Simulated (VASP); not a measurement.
# GaN (Fm-3m) in VASP: a series of runs

GaN is run at these levels: revPBE+D4, RPBE+D4; tasks: single point.

All numbers are computed with VASP 6.6.1; they aren't measurements. Logs are shortened: lines on timing, memory, paths and dates and some standing lists are left out, and cuts for length are marked.

### Step 1. The cell of the first run

Symmetry: Fm-3m, No. 225, cubic system. Conventional cell: a = 4.223 Å, b = 4.223 Å, c = 4.223 Å, α = 90.00°, β = 90.00°, γ = 90.00°. Ga (site symmetry m-3m) has 6 N at 2.11 Å within 2.8 Å. N (site symmetry m-3m) has 6 Ga at 2.11 Å within 2.8 Å.

### Step 2. Single point, revPBE+D4 (volume scaled by 1.02)

INCAR reads:

```
  PREC = Accurate
  ENCUT = 520
  EDIFF = 1E-7
  ISMEAR = 0
  SIGMA = 0.05
  LREAL = False
  LASPH = True
  NELM = 80
  ALGO = Normal
  ISIF = 2
  LWAVE = False
  LCHARG = True
  GGA = RE
  IVDW = 13
  LELF = True
  LVHAR = True
  NBANDS = 16
```

KPOINTS reads:

```
regular mesh
0
Gamma
  10 10 10
```

POSCAR reads:

```
GaN
1.0
    0.0000000000      2.1116352507      2.1116352507
    2.1116352507      0.0000000000      2.1116352507
    2.1116352507      2.1116352507      0.0000000000
Ga N
1 1
Direct
    0.5000000000      0.5000000000      0.5000000000
    0.0000000000      0.0000000000      0.0000000000
```

Potentials or basis: VASP PAW PBE potentials, release 64 (Ga_d, N).

The run is started by

```bash
$ cat potpaw_PBE.64/Ga_d/POTCAR potpaw_PBE.64/N/POTCAR > POTCAR
$ mpirun -np 1 vasp_std > vasp.out
```

OUTCAR:

```text
PREC = Accurate
   ENCUT = 520
   EDIFF = 1E-7
   ISMEAR = 0
   LREAL = False
   LASPH = True
   NELM = 80
   ISIF = 2
   GGA = RE
   IVDW = 13

 ion  position               nearest neighbor table
   1  0.500  0.500  0.500-   2 2.11   2 2.11   2 2.11   2 2.11   2 2.11   2 2.11
   2  0.000  0.000  0.000-   1 2.11   1 2.11   1 2.11   1 2.11   1 2.11   1 2.11

  LATTYP: Found a face centered cubic cell.
 ALAT       =     4.2232705014

  Lattice vectors:

 A1 = (   0.0000000000,   2.1116352507,   2.1116352507)
 A2 = (   2.1116352507,   0.0000000000,   2.1116352507)
 A3 = (   2.1116352507,   2.1116352507,   0.0000000000)

Analysis of symmetry for initial positions (statically):
=====================================================================
 Subroutine PRICEL returns:
 Original cell was already a primitive cell.

 Routine SETGRP: Setting up the symmetry group for a
 face centered cubic supercell.

 Subroutine GETGRP returns: Found 48 space group operations
 (whereof 48 operations were pure point group operations)
 out of a pool of 48 trial point group operations.

The static configuration has the point symmetry O_h .

Analysis of symmetry for dynamics (positions and initial velocities):
=====================================================================
 Subroutine PRICEL returns:
 Original cell was already a primitive cell.

 Routine SETGRP: Setting up the symmetry group for a
 face centered cubic supercell.

 Subroutine GETGRP returns: Found 48 space group operations
 (whereof 48 operations were pure point group operations)
 out of a pool of 48 trial point group operations.

The dynamic configuration has the point symmetry O_h .

 Subroutine INISYM returns: Found 48 space group operations
 (whereof 48 operations are pure point group operations),
 and found     1 'primitive' translations

----------------------------------------------------------------------------------------

                                     Primitive cell

  volume of cell :      18.8316

  direct lattice vectors                    reciprocal lattice vectors
     0.000000000  2.111635251  2.111635251    -0.236783317  0.236783317  0.236783317
     2.111635251  0.000000000  2.111635251     0.236783317 -0.236783317  0.236783317
     2.111635251  2.111635251  0.000000000     0.236783317  0.236783317 -0.236783317

  length of vectors
     2.986303210  2.986303210  2.986303210     0.410120736  0.410120736  0.410120736

  position of ions in fractional coordinates (direct lattice)
     0.500000000  0.500000000  0.500000000
[... 80 lines left out ...]
   EDIFFG = 0.1E-05   stopping-criterion for IOM
   NSW    =      0    number of steps for IOM
   IBRION =     -1    ionic relax: 0-MD 1-quasi-New 2-CG
   NFREE  =      0    steps in history (QN), initial steepest desc. (CG)
   ISIF   =      2    stress and relaxation
   ISYM   =      2    0-nonsym 1-usesym 2-fastsym
   POTIM  = 0.5000    time-step for ionic-motion
   TEBEG  =    0.0;   TEEND  =   0.0 temperature during run
   PSTRESS=    0.0 pullay stress
   NELECT =      18.0000    total number of electrons
   NUPDOWN=      -1.0000    fix difference up-down
   EMIN   =  10.00;   EMAX   =-10.00  energy-range for DOS
   EFERMI =   0.00;   METHOD = LEGACY
   ISMEAR =     0;   SIGMA  =   0.05  broadening in eV -4-tet -1-fermi 0-gaus
   EFERMI_NEDOS =   21; number of points for ismear=-14 and -15
   IALGO  =     38    algorithm
   IMIX   =      4    mixing-type and parameters
     AMIX     =   0.40;   BMIX     =  1.00
     AMIX_MAG =   1.60;   BMIX_MAG =  1.00
  volume/ion in A,a.u.               =       9.42        63.54
  Fermi-wavevector in a.u.,A,eV,Ry     =   1.612638  3.047443 35.383309  2.600600
  Thomas-Fermi vector in A             =   2.707835
   LORBIT       =      0    0 simple, 1 ext, 2 COOP (PROOUT), +10 PAW based schemes
   GGA     = RE    functional components
   LHFCALC =     F    Hartree Fock is set to
   AEXX    =    0.0000 exact exchange contribution
   IVDW    =    13    specifies the selected vdW correction
   LEPSILON=     F    determine dielectric tensor
   LRPA    =     F    only Hartree local field effects (RPA)
 non-spin polarized calculation
 Gauss-broadening in eV      SIGMA  =   0.05
  energy-cutoff  :      520.00
  volume of cell :       18.83
 maximum number of plane-waves:       531
 NGX is ok and might be reduce to    24
   NGX = 11   NGY = 11   NGZ = 11

 number of electron      18.0000009 magnetization

 Free energy of the ion-electron system (eV)
  ---------------------------------------------------
  ext. energy  EPLUGINS =         0.00000000
  ---------------------------------------------------
  free energy    TOTEN  =       -10.45291026 eV

  energy without entropy =      -10.45291026  energy(sigma->0) =      -10.45291026

 E-fermi :   8.2362     XC(G=0): -12.9768

 val. band max:        7.9939821326   @ k =  -0.2000   0.2000   0.0000
 cond. band min:       8.7003322713   @ k =   0.5000   0.5000   0.0000
 fundamental gap:      0.7063501386
 Fermi energy:         8.2362020730

 k-point     1 :       0.0000    0.0000    0.0000
  band No.  band energies     occupation
      1      -9.3322      2.00000
      2      -5.9714      2.00000
      3      -5.9714      2.00000
      4      -5.9714      2.00000
      5      -5.8771      2.00000
      6      -5.8771      2.00000
[... 433 lines left out ...]
      3      -5.8382      2.00000
      4      -5.7896      2.00000
      5      -5.7376      2.00000
      6      -4.7510      2.00000
[... 8 lines left out ...]
     15      32.8242      0.00000
     16      34.2847      0.00000

 [... further k-points ...]

------------------------ aborting loop because EDIFF is reached ----------------------------------------

  DFT-D4 for vdW energy calculation

  Edisp (eV):   -1.69798

  FORCE on cell =-STRESS in cart. coord.  units (eV):
  Direction    XX          YY          ZZ          XY          YZ          ZX
  --------------------------------------------------------------------------------------
  -------------------------------------------------------------------------------------
  Total      -0.41982    -0.41982    -0.41982     0.00000     0.00000    -0.00000
  in kB     -35.71770   -35.71770   -35.71770     0.00000     0.00000    -0.00000
  external pressure =      -35.72 kB  Pullay stress =        0.00 kB

 VOLUME and BASIS-vectors are now :
 -----------------------------------------------------------------------------
  energy-cutoff  :      520.00
  volume of cell :       18.83
      direct lattice vectors                 reciprocal lattice vectors
     0.000000000  2.111635251  2.111635251    -0.236783317  0.236783317  0.236783317
     2.111635251  0.000000000  2.111635251     0.236783317 -0.236783317  0.236783317
     2.111635251  2.111635251  0.000000000     0.236783317  0.236783317 -0.236783317

 POSITION                                       TOTAL-FORCE (eV/Angst)
 -----------------------------------------------------------------------------------
      2.11164      2.11164      2.11164         0.000000     -0.000000     -0.000000
      0.00000      0.00000      0.00000        -0.000000      0.000000      0.000000
 -----------------------------------------------------------------------------------
    total drift:                                0.000000     -0.000000      0.000000

  FREE ENERGIE OF THE ION-ELECTRON SYSTEM (eV)
  ---------------------------------------------------
  free  energy   TOTEN  =       -12.1508913368 eV

  energy  without entropy=      -12.1508913368  energy(sigma->0) =      -12.15089134
```

OSZICAR:

```text
N       E                     dE             d eps       ncg     rms          rms(c)
DAV:   1     0.767611992638E+02    0.76761E+02   -0.87374E+03  1616   0.214E+03
DAV:   2    -0.762898771611E+01   -0.84390E+02   -0.77965E+02  1736   0.325E+02
DAV:   3    -0.122066723514E+02   -0.45777E+01   -0.45602E+01  1728   0.633E+01
DAV:   4    -0.122478252815E+02   -0.41153E-01   -0.41151E-01  1872   0.628E+00
DAV:   5    -0.122482590787E+02   -0.43380E-03   -0.43380E-03  1816   0.598E-01    0.733E+00
DAV:   6    -0.104699495309E+02    0.17783E+01   -0.42209E+00  2176   0.393E+01    0.242E+00
DAV:   7    -0.104654698845E+02    0.44796E-02   -0.23382E-01  1792   0.507E+00    0.159E+00
DAV:   8    -0.104545545916E+02    0.10915E-01   -0.27641E-02  1760   0.210E+00    0.497E-01
DAV:   9    -0.104528845281E+02    0.16701E-02   -0.61478E-03  1848   0.194E+00    0.112E-01
DAV:  10    -0.104529127750E+02   -0.28247E-04   -0.52276E-04  1728   0.283E-01    0.171E-02
DAV:  11    -0.104529076210E+02    0.51540E-05   -0.42156E-05  1848   0.683E-02    0.122E-02
DAV:  12    -0.104529103525E+02   -0.27315E-05   -0.28603E-06  1784   0.281E-02    0.388E-03
DAV:  13    -0.104529102580E+02    0.94485E-07   -0.27557E-07  1744   0.497E-03
   1 F= -.12150891E+02 E0= -.12150891E+02  d E =-.219548E-13
```

stdout:

```text
POSCAR found type information on POSCAR GaN
 POSCAR found :  2 types and       2 ions
 scaLAPACK will be used
 -----------------------------------------------------------------------------
|                                                                             |
|                                                                             |
|     You enforced a specific xc type in the INCAR file but a different       |
|     I HOPE YOU KNOW WHAT YOU ARE DOING!                                     |
|                                                                             |
 -----------------------------------------------------------------------------

 LDA part: xc-table for (Slater+PW92), standard interpolation
 POSCAR, INCAR and KPOINTS ok, starting setup
 FFT: planning ... GRIDC
 FFT: planning ... GRID_SOFT
 FFT: planning ... GRID
 WAVECAR not read
 entering main loop
```

Wall time 17 s (1 thread of Intel Xeon 8259CL, shared host); peak memory 0.14 GiB.

What came out:

```yaml
Free_energy: -12.1509 eV
Pressure: -3.6 GPa
Band_gap_on_the_k_mesh: 0.71 eV, indirect (least direct gap 2.79 eV)
Dispersion_energy_per_atom: -0.849 eV
```

Caveat: the PAW data sets were made with another functional, which shifts forces and pressure a little. A k mesh can miss the band edges.

[end of part 1 of 2]
